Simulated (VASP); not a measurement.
CdF2, 3 atoms in the cell. The structure is trigonal, space group R-3m (No. 166). The conventional cell has a = 4.022 Å, b = 4.022 Å, c = 8.374 Å, α = 90.00°, β = 90.00°, γ = 120.00°. Within 2.8 Å of Cd (site symmetry -3m) lie 8 F at 2.09 to 2.42 Å. Within 2.8 Å of F (site symmetry 3m) lie 4 Cd at 2.09 to 2.42 Å and 6 F at 2.71 Å.  This cell differs from its parent crystal: ratio of the length along [111] to the lengths across it x 0.85, volume and fractional coordinates fixed.

- Program: VASP 6.6.1
- Task: single point
- Functional: PBEsol
- Potentials or basis: VASP PAW PBE potentials, release 64 (Cd, F)
- Cutoff: 520 eV
- k mesh: 8 × 8 × 8
- Occupations: gaussian, width 0.05 eV
- Spin: no spin polarisation
- Dipole correction: no
- Further INCAR settings: ALGO = Normal; EDIFF = 1e-06; NBANDS = 20

Potentials or basis: VASP PAW PBE potentials, release 64 (Cd, F).

Launch:

```bash
$ cat potpaw_PBE.64/Cd/POTCAR potpaw_PBE.64/F/POTCAR > POTCAR
$ mpirun -np 1 vasp_std > vasp.out
```

Hardware: 1 thread of Intel(R) Xeon(R) Platinum 8559C (Emerald Rapids), with other jobs on the host.

Problem. Estimate the wall time of this run.

Solution. Run time: 22 s on 1 thread of Intel(R) Xeon(R) Platinum 8559C (Emerald Rapids), with other jobs on the host, peak memory 0.19 GiB. Counts: scf iterations 14, k points 65.
